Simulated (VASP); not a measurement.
# SnO2 (R-3m) in VASP: a series of runs, part 2 of 2

VASP 6.6.1. The steps go on from the part before.

## (4) Single point, r2SCAN (strain +0.080 along x and y, +0.080 along z)

Input file POSCAR:

```
SnO2
1.0
    1.7464605212      1.0083194521      5.1846399907
   -1.7464605212      1.0083194521      5.1846399907
    0.0000000000     -2.0166389041      5.1846399907
Sn O
1 2
Direct
    0.5000000000      0.5000000000      0.5000000000
    0.2371700000      0.2371700000      0.2371700000
    0.7628300000      0.7628300000      0.7628300000
```

Input file INCAR.step1:

```
SYSTEM = SnO2
PREC = Accurate
ENCUT = 520
ISMEAR = 0
SIGMA = 0.05
LREAL = .FALSE.
LASPH = .TRUE.
NELM = 60
NBANDS = 20
GGA = PE
ALGO = Normal
EDIFF = 1E-4
LWAVE = .TRUE.
LCHARG = .FALSE.
```

Input file INCAR.step2:

```
SYSTEM = SnO2
PREC = Accurate
ENCUT = 520
EDIFF = 1E-6
ISMEAR = 0
SIGMA = 0.05
LREAL = .FALSE.
LASPH = .TRUE.
NELM = 60
ALGO = Normal
ISIF = 2
LWAVE = .FALSE.
LCHARG = .FALSE.
METAGGA = R2SCAN
LMIXTAU = .TRUE.
NBANDS = 20
ISTART = 1
```

Input file KPOINTS:

```
regular mesh
0
G
  12 12 12
  0 0 0
```

Potentials or basis: VASP PAW PBE potentials, release 64 (Sn_d, O).

Launch:

```console
> cat potpaw_PBE.64/Sn_d/POTCAR potpaw_PBE.64/O/POTCAR > POTCAR
> cp INCAR.step1 INCAR
> mpirun -np 1 vasp_std > vasp.out
> cp INCAR.step2 INCAR
> mpirun -np 1 vasp_std > vasp.out
```

OUTCAR:

```text
SYSTEM = SnO2
   PREC = Accurate
   ENCUT = 520
   EDIFF = 1E-6
   ISMEAR = 0
   LREAL = .FALSE.
   LASPH = .TRUE.
   NELM = 60
   ISIF = 2
   METAGGA = R2SCAN
   ISTART = 1

 ion  position               nearest neighbor table
   1  0.500  0.500  0.500-   2 2.30   2 2.30   3 2.30   3 2.30   2 2.30   3 2.30
   2  0.237  0.237  0.237-   1 2.30   1 2.30   1 2.30
   3  0.763  0.763  0.763-   1 2.30   1 2.30   1 2.30

  LATTYP: Found a trigonal (rhomboedric) cell.
 ALAT       =     5.5630319344
 COS(alpha) =     0.8028828391
[... 197 lines left out ...]
      5     -19.7928      2.00000
      6     -16.8472      2.00000
[... 541 lines left out ...]
     19      13.5150      0.00000
     20      14.3345      0.00000

 [... further k-points ...]
[... 5 lines left out ...]
  --------------------------------------------------------------------------------------
  -------------------------------------------------------------------------------------
  Total       -9.6307812     -9.6307812     -5.3347536      0.0000000     -0.0000000     -0.0000000
  in kB     -281.6730669   -281.6730669   -156.0264305      0.0000000     -0.0000000     -0.0000000
  external PRESSURE =    -239.7908548 kB  Pullay stress =       0.0000000 kB

 VOLUME and BASIS-vectors are now :
 -----------------------------------------------------------------------------
  energy-cutoff  :      520.00
  volume of cell :       54.78
      direct lattice vectors                 reciprocal lattice vectors
     1.746460521  1.008319452  5.184639991     0.286293331  0.165291532  0.064292474
    -1.746460521  1.008319452  5.184639991    -0.286293331  0.165291532  0.064292474
     0.000000000 -2.016638904  5.184639991     0.000000000 -0.330583063  0.064292474

 POSITION                                       TOTAL-FORCE (eV/Angst)
 -----------------------------------------------------------------------------------
      0.00000      0.00000      7.77696         0.000000     -0.000000      0.000000
      0.00000      0.00000      3.68892         0.000000     -0.000000     -2.153232
      0.00000      0.00000     11.86500         0.000000      0.000000      2.153232
 -----------------------------------------------------------------------------------
    total drift:                                0.000000      0.000000     -0.000000

  FREE ENERGIE OF THE ION-ELECTRON SYSTEM (eV)
  ---------------------------------------------------
  free  energy   TOTEN  =       -40.4015124913 eV

  energy  without entropy=      -40.4015124913  energy(sigma->0) =      -40.40151249
```

OSZICAR.step1:

```text
N       E                     dE             d eps       ncg     rms          rms(c)
DAV:   1     0.255754838685E+03    0.25575E+03   -0.13754E+04  7900   0.174E+03
DAV:   2     0.107588606358E+02   -0.24500E+03   -0.23293E+03  8468   0.473E+02
DAV:   3    -0.192218825523E+02   -0.29981E+02   -0.29584E+02  8864   0.140E+02
DAV:   4    -0.201773561548E+02   -0.95547E+00   -0.95444E+00  8252   0.278E+01
DAV:   5    -0.201979628019E+02   -0.20607E-01   -0.20606E-01  9060   0.433E+00    0.981E+00
DAV:   6    -0.175134032121E+02    0.26846E+01   -0.13569E+01 11888   0.624E+01    0.457E+00
DAV:   7    -0.174032390964E+02    0.11016E+00   -0.99258E-01  7792   0.771E+00    0.198E+00
DAV:   8    -0.173821524139E+02    0.21087E-01   -0.12710E-01  8040   0.323E+00    0.417E-01
DAV:   9    -0.173812013016E+02    0.95111E-03   -0.13213E-02 10708   0.108E+00    0.119E-01
DAV:  10    -0.173818801609E+02   -0.67886E-03   -0.21301E-03  8124   0.470E-01    0.391E-02
DAV:  11    -0.173819629819E+02   -0.82821E-04   -0.10499E-04  6836   0.117E-01
   1 F= -.17381963E+02 E0= -.17381963E+02  d E =-.105044E-17
```

Wall time 12 min (1 thread of Intel Xeon 6975P-C (Granite Rapids), shared host); peak memory 0.41 GiB.

What came out:

- Free energy: -40.4015 eV
- Pressure: -24.0 GPa
- Largest force: 2.153 eV/Å
- Band gap on the k mesh: 1.13 eV (least direct gap 1.15 eV)

Forces on the atoms (eV/Å):
```
Sn   0.000  0.000  0.000
O    0.000  0.000 -2.153
O    0.000  0.000  2.153
```

Caveat: the cell differs from its parent crystal (strain +0.080 along x and y, +0.080 along z); the cell stands under tension; the PAW data sets were made with another functional, which shifts forces and pressure a little; spin-orbit coupling is left out, which moves the levels of the heavy elements.

## (5) Single point, r2SCAN (strain -0.040 along x and y, -0.040 along z)

Input file POSCAR:

```
SnO2
1.0
    1.5524093522      0.8962839574      4.6085688806
   -1.5524093522      0.8962839574      4.6085688806
    0.0000000000     -1.7925679148      4.6085688806
Sn O
1 2
Direct
    0.5000000000      0.5000000000      0.5000000000
    0.2371700000      0.2371700000      0.2371700000
    0.7628300000      0.7628300000      0.7628300000
```

Input file INCAR.step1:

```
SYSTEM = SnO2
PREC = Accurate ; ENCUT = 520
ISMEAR = 0 ; SIGMA = 0.05
LREAL = .FALSE. ; LASPH = .TRUE.
NELM = 100 ; NBANDS = 20
GGA = PE ; ALGO = Normal
EDIFF = 1E-4 ; LWAVE = .TRUE.
LCHARG = .FALSE.
```

Input file INCAR.step2:

```
SYSTEM = SnO2
PREC = Accurate ; ENCUT = 520
EDIFF = 1E-6 ; ISMEAR = 0
SIGMA = 0.05 ; LREAL = .FALSE.
LASPH = .TRUE. ; NELM = 100
ALGO = Normal ; ISIF = 2
LWAVE = .FALSE. ; LCHARG = .TRUE.
METAGGA = R2SCAN ; LMIXTAU = .TRUE.
LELF = .TRUE. ; LVHAR = .TRUE.
NBANDS = 20 ; ISTART = 1
```

Input file KPOINTS:

```
Automatic mesh
0
G
  12 12 12
  0 0 0
```

Potentials or basis: VASP PAW PBE potentials, release 64 (Sn_d, O).

Launch:

```console
> cat potpaw_PBE.64/Sn_d/POTCAR potpaw_PBE.64/O/POTCAR > POTCAR
> cp INCAR.step1 INCAR
> mpirun -np 1 vasp_std > vasp.out
> cp INCAR.step2 INCAR
> mpirun -np 1 vasp_std > vasp.out
```

OUTCAR:

```text
SYSTEM = SnO2
   PREC = Accurate
   ENCUT = 520
   EDIFF = 1E-6
   ISMEAR = 0
   LREAL = .FALSE.
   LASPH = .TRUE.
   NELM = 100
   ISIF = 2
   METAGGA = R2SCAN
   ISTART = 1

 ion  position               nearest neighbor table
   1  0.500  0.500  0.500-   2 2.04   2 2.04   3 2.04   3 2.04   2 2.04   3 2.04
   2  0.237  0.237  0.237-   1 2.04   1 2.04   1 2.04
   3  0.763  0.763  0.763-   1 2.04   1 2.04   1 2.04

  LATTYP: Found a trigonal (rhomboedric) cell.
 ALAT       =     4.9449172750
 COS(alpha) =     0.8028828391

  Lattice vectors:

 A1 = (   1.5524093522,   0.8962839574,   4.6085688806)
 A2 = (  -1.5524093522,   0.8962839574,   4.6085688806)
 A3 = (   0.0000000000,  -1.7925679148,   4.6085688806)

Analysis of symmetry for initial positions (statically):
=====================================================================
 Subroutine PRICEL returns:
 Original cell was already a primitive cell.

 Routine SETGRP: Setting up the symmetry group for a
 trigonal (rhombohedral) supercell.

 Subroutine GETGRP returns: Found 12 space group operations
 (whereof 12 operations were pure point group operations)
 out of a pool of 12 trial point group operations.

The static configuration has the point symmetry D_3d.

Analysis of symmetry for dynamics (positions and initial velocities):
=====================================================================
 Subroutine PRICEL returns:
 Original cell was already a primitive cell.

 Routine SETGRP: Setting up the symmetry group for a
 trigonal (rhombohedral) supercell.

 Subroutine GETGRP returns: Found 12 space group operations
 (whereof 12 operations were pure point group operations)
 out of a pool of 12 trial point group operations.

The dynamic configuration has the point symmetry D_3d.

 Subroutine INISYM returns: Found 12 space group operations
 (whereof 12 operations are pure point group operations),
 and found     1 'primitive' translations

----------------------------------------------------------------------------------------

                                     Primitive cell

  volume of cell :      38.4742

  direct lattice vectors                    reciprocal lattice vectors
     1.552409352  0.896283957  4.608568881     0.322079997  0.185952973  0.072329034
    -1.552409352  0.896283957  4.608568881    -0.322079997  0.185952973  0.072329034
     0.000000000 -1.792567915  4.608568881     0.000000000 -0.371905946  0.072329034

  length of vectors
     4.944917275  4.944917275  4.944917275     0.378874019  0.378874019  0.378874019

  position of ions in fractional coordinates (direct lattice)
     0.500000000  0.500000000  0.500000000
     0.237170000  0.237170000  0.237170000
     0.762830000  0.762830000  0.762830000

  ion indices of the primitive-cell ions
   primitive index   ion index
                 1           1
                 2           2
                 3           3

----------------------------------------------------------------------------------------

 KPOINTS: Automatic mesh

Automatic generation of k-mesh.
 Grid dimensions read from file:
 generate k-points for:   12   12   12

 Generating k-lattice:

  Cartesian coordinates                     Fractional coordinates (reciprocal lattice)
     0.026840000  0.015496081  0.006027419     0.083333333  0.000000000 -0.000000000
    -0.026840000  0.015496081  0.006027419     0.000000000  0.083333333 -0.000000000
     0.000000000 -0.030992162  0.006027419    -0.000000000 -0.000000000  0.083333333

  Length of vectors
     0.031572835  0.031572835  0.031572835

  Shift w.r.t. Gamma in fractional coordinates (k-lattice)
     0.000000000  0.000000000  0.000000000

 Subroutine IBZKPT returns following result:
 ===========================================

 Found    189 irreducible k-points:

 Following reciprocal coordinates:
            Coordinates               Weight
  0.000000  0.000000  0.000000      1.000000
  0.083333  0.000000  0.000000      6.000000
  0.166667  0.000000  0.000000      6.000000
  0.250000  0.000000  0.000000      6.000000
  0.333333  0.000000  0.000000      6.000000
  0.416667  0.000000  0.000000      6.000000
[... 16 lines left out ...]
  0.500000  0.166667  0.000000     12.000000
 -0.416667  0.166667  0.000000     12.000000
 [... further k-points ...]
   k-points           NKPTS =    189   k-points in BZ     NKDIM =    189   number of bands    NBANDS=     20
   number of dos      NEDOS =    301   number of ions     NIONS =      3
   total plane-waves  NPLWV =  64000
   dimension x,y,z NGX =    40 NGY =   40 NGZ =   40
   dimension x,y,z NGXF=    80 NGYF=   80 NGZF=   80
   ions per type =               1   2
   NGX,Y,Z   is equivalent  to a cutoff of  13.45, 13.45, 13.45 a.u.
   NGXF,Y,Z  is equivalent  to a cutoff of  26.90, 26.90, 26.90 a.u.
 SYSTEM =  SnO2
   PREC   = accura    normal or accurate (medium, high low for compatibility)
   ISTART =      1    job   : 0-new  1-cont  2-samecut
   ICHARG =      0    charge: 1-file 2-atom 10-const
   ISPIN  =      1    spin polarized calculation?
   LNONCOLLINEAR =      F non collinear calculations
   LSORBIT =      F    spin-orbit coupling
   LASPH  =      T    aspherical Exc in radial PAW
   ENCUT  =  520.0 eV  38.22 Ry    6.18 a.u.   9.19  9.19  9.19*2*pi/ulx,y,z
   NELM   =    100;   NELMIN=  2; NELMDL=  0     # of ELM steps
   EDIFF  = 0.1E-05   stopping-criterion for ELM
   LREAL  =      F    real-space projection
   EDIFFG = 0.1E-04   stopping-criterion for IOM
   NSW    =      0    number of steps for IOM
   IBRION =     -1    ionic relax: 0-MD 1-quasi-New 2-CG
   NFREE  =      0    steps in history (QN), initial steepest desc. (CG)
   ISIF   =      2    stress and relaxation
   ISYM   =      2    0-nonsym 1-usesym 2-fastsym
   POTIM  = 0.5000    time-step for ionic-motion
   TEBEG  =    0.0;   TEEND  =   0.0 temperature during run
   PSTRESS=    0.0 pullay stress
   NELECT =      26.0000    total number of electrons
   NUPDOWN=      -1.0000    fix difference up-down
   EMIN   =  10.00;   EMAX   =-10.00  energy-range for DOS
   EFERMI =   0.00;   METHOD = LEGACY
   ISMEAR =     0;   SIGMA  =   0.05  broadening in eV -4-tet -1-fermi 0-gaus
   EFERMI_NEDOS =   21; number of points for ismear=-14 and -15
   IALGO  =     38    algorithm
   IMIX   =      4    mixing-type and parameters
     AMIX     =   0.40;   BMIX     =  1.00
     AMIX_MAG =   1.60;   BMIX_MAG =  1.00
  volume/ion in A,a.u.               =      12.82        86.55
  Fermi-wavevector in a.u.,A,eV,Ry     =   1.436623  2.714824 28.080877  2.063886
  Thomas-Fermi vector in A             =   2.555791
   LORBIT       =      0    0 simple, 1 ext, 2 COOP (PROOUT), +10 PAW based schemes
   METAGGA = R2SCAN    functional components
   LHFCALC =     F    Hartree Fock is set to
   AEXX    =    0.0000 exact exchange contribution
   IVDW    =     0    specifies the selected vdW correction
   LEPSILON=     F    determine dielectric tensor
   LRPA    =     F    only Hartree local field effects (RPA)
 non-spin polarized calculation
 Gauss-broadening in eV      SIGMA  =   0.05
  energy-cutoff  :      520.00
  volume of cell :       38.47
 maximum number of plane-waves:      1050
 NGX is ok and might be reduce to    40
   NGX = 19   NGY = 19   NGZ = 19

 number of electron      25.9999998 magnetization

 Free energy of the ion-electron system (eV)
  ---------------------------------------------------
  ext. energy  EPLUGINS =         0.00000000
  ---------------------------------------------------
  free energy    TOTEN  =       -41.49125211 eV

  energy without entropy =      -41.49125211  energy(sigma->0) =      -41.49125211

 E-fermi :   4.3416     XC(G=0): -11.3627

 val. band max:        4.1311434483   @ k =   0.5000   0.5000   0.0000
 cond. band min:       7.5247681634   @ k =   0.0000   0.0000   0.0000
 fundamental gap:      3.3936247152
 Fermi energy:         4.3416405082

 k-point     1 :       0.0000    0.0000    0.0000
  band No.  band energies     occupation
      1     -16.7069      2.00000
      2     -16.0310      2.00000
      3     -16.0310      2.00000
      4     -15.6587      2.00000
      5     -15.6587      2.00000
      6     -14.9721      2.00000
[... 12 lines left out ...]
     19      22.9942      0.00000
     20      23.2892      0.00000
[... 507 lines left out ...]
 k-point    24 :      -0.4167    0.1667    0.0000
  band No.  band energies     occupation
      1     -17.2813      2.00000
      2     -16.3145      2.00000
      3     -15.8326      2.00000
      4     -15.6081      2.00000
      5     -15.6063      2.00000
      6     -13.3941      2.00000
[... 12 lines left out ...]
     19      18.9756      0.00000
     20      20.4191      0.00000

 [... further k-points ...]
[... 5 lines left out ...]
  --------------------------------------------------------------------------------------
  -------------------------------------------------------------------------------------
  Total        5.1296953      5.1296953      1.8486125      0.0000000     -0.0000000     -0.0000000
  in kB      213.6155918    213.6155918     76.9816570      0.0000000     -0.0000000     -0.0000000
  external PRESSURE =     168.0709469 kB  Pullay stress =       0.0000000 kB

 VOLUME and BASIS-vectors are now :
 -----------------------------------------------------------------------------
  energy-cutoff  :      520.00
  volume of cell :       38.47
      direct lattice vectors                 reciprocal lattice vectors
     1.552409352  0.896283957  4.608568881     0.322079997  0.185952973  0.072329034
    -1.552409352  0.896283957  4.608568881    -0.322079997  0.185952973  0.072329034
     0.000000000 -1.792567915  4.608568881     0.000000000 -0.371905946  0.072329034

 POSITION                                       TOTAL-FORCE (eV/Angst)
 -----------------------------------------------------------------------------------
      0.00000      0.00000      6.91285        -0.000000     -0.000000      0.000000
      0.00000      0.00000      3.27904         0.000000     -0.000000      1.052739
      0.00000      0.00000     10.54666         0.000000      0.000000     -1.052739
 -----------------------------------------------------------------------------------
    total drift:                                0.000000      0.000000      0.000000

  FREE ENERGIE OF THE ION-ELECTRON SYSTEM (eV)
  ---------------------------------------------------
  free  energy   TOTEN  =       -41.4912521088 eV

  energy  without entropy=      -41.4912521088  energy(sigma->0) =      -41.49125211
```

It took 26 min on 1 thread of Intel Xeon 8259CL, shared host; peak memory 0.35 GiB.

Results:

| Quantity | Value |
| --- | --- |
| Free energy | -41.4913 eV |
| Pressure | 16.8 GPa |
| Largest force | 1.053 eV/Å |
| Band gap on the k mesh | 3.39 eV (least direct gap 3.64 eV) |

Forces in eV/Å, atoms in the order of the input:
```
Sn   0.000  0.000  0.000
O    0.000  0.000  1.053
O    0.000  0.000 -1.053
```

Stress tensor (GPa, compression positive):
```
21.36  0.00  0.00
 0.00 21.36  0.00
 0.00  0.00  7.70
```

Levels at points of the mesh, in eV from the valence-band top:
```csv
k point,band 9,band 10,band 11,band 12,band 13,band 14,band 15,band 16,band 17,band 18
"(0.00, 0.00, 0.00)",-1.41,-1.41,-0.85,-0.85,-0.25,3.39,7.12,13.19,13.19,13.49
"(0.50, 0.00, 0.00)",-4.64,-3.32,-1.69,-0.67,-0.53,7.34,9.34,11.79,13.99,14.89
"(0.50, 0.50, 0.00)",-4.93,-3.43,-1.31,-0.36,0.00,6.93,8.40,12.68,12.94,13.95
"(0.50, 0.50, 0.50)",-1.64,-1.49,-1.49,-0.79,-0.79,4.80,7.12,13.27,13.46,13.46
```

Caveat: the cell differs from its parent crystal (strain -0.040 along x and y, -0.040 along z); the cell stands under pressure; the PAW data sets were made with another functional, which shifts forces and pressure a little; spin-orbit coupling is left out, which moves the levels of the heavy elements. A k mesh can miss the band edges.

## (6) Overview

```tsv
cell	gap on the mesh (eV)	pressure (GPa)	largest force (eV/Å)
a = 5.536 Å, angles 35.4°, 3 atoms	1.74	-19.6	1.97
a = 5.385 Å, angles 37.9°, 3 atoms	1.03	-23.6	1.81
a = 5.563 Å, angles 36.6°, 3 atoms	1.13	-24.0	2.15
a = 4.945 Å, angles 36.6°, 3 atoms	3.39	16.8	1.05
```

Alike in all rows: task single point; level r2SCAN; potentials or basis VASP PAW PBE potentials, release 64 (Sn_d, O); no spin polarisation; k mesh 12 × 12 × 12; cutoff (eV) 520; smearing gaussian 0.05 eV.

Caveats: the PAW data sets were made with another functional, which shifts forces and pressure a little; spin-orbit coupling is left out, which moves the levels of the heavy elements; the cell stands under tension (at least some runs); the cell stands under pressure (at least some runs).

Absolute energies hang on the potentials; compare differences alone.
